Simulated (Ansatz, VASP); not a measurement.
# RbBr: VASP beside Ansatz

INCAR

```
SYSTEM = RbBr
PREC = Accurate ; ENCUT = 520
EDIFF = 1E-6 ; ISMEAR = -1
SIGMA = 0.05 ; LREAL = .False.
LASPH = .True. ; NELM = 100
ALGO = Normal ; ISIF = 2
LWAVE = .False. ; LCHARG = .True.
GGA = PE ; LELF = .True.
LVHAR = .True. ; NBANDS = 15
```

File KPOINTS:

```
Automatic mesh
0
Gamma
  7 7 7
  0 0 0
```

POSCAR

```
RbBr
1.0
    4.1260773000      0.0000000000      0.0000000000
    0.0000000000      4.1260773000      0.0000000000
    0.0000000000      0.0000000000      4.1260773000
Rb Br
1 1
Direct
    0.0000000000      0.0000000000      0.0000000000
    0.5000000000      0.5000000000      0.5000000000
```

input.yaml

```yaml
crystal:
  lattice:
    - [4.1260773, 0.0, 0.0]
    - [0.0, 4.1260773, 0.0]
    - [0.0, 0.0, 4.1260773]
  atoms:
    - { symbol: Rb, position: [0.0, 0.0, 0.0] }
    - { symbol: Br, position: [0.5, 0.5, 0.5] }
hamiltonian:
  xc: pbe
  pseudopotentials: { kind: paw }
kpoints:
  mp_grid: { grid: [7, 7, 7] }
scf:
  occupations: { method: fermi_dirac, width: 0.05 }
output:
  forces: true
  stress: true
  eigenvalues: true
```

Alike in both runs: task single point; functional PBE; k mesh 7 × 7 × 7; occupations fermi-dirac, width 0.05 eV; no spin polarisation.

|  | VASP | Ansatz |
| --- | --- | --- |
| version | VASP 6.6.1 | Ansatz 0.2.0 |
| potentials or method | VASP PAW PBE potentials, release 64 (Rb_sv, Br) | Ansatz PAW |
| plane-wave cutoff (eV) | 520 | 420 |
| valence electrons in the cell | 16 | 16 |

Ansatz gave:

| Property | Result |
| --- | --- |
| gap on the k mesh at the Fermi level (eV) | 4.11 |
| least direct gap on the mesh (eV) | 4.24 |
| pressure (GPa) | 0.8 |

Question: Estimate VASP's values.

Answer: gap on the k mesh at the Fermi level (eV): 4.10; least direct gap on the mesh (eV): 4.23; pressure (GPa): 0.8.

The functional is the same, so the differences come from potentials, cutoffs and numerics.

Noted on Ansatz's run: odd divisions of the mesh miss points on the zone boundary, where band edges often lie, so the gap on the mesh can be too wide.
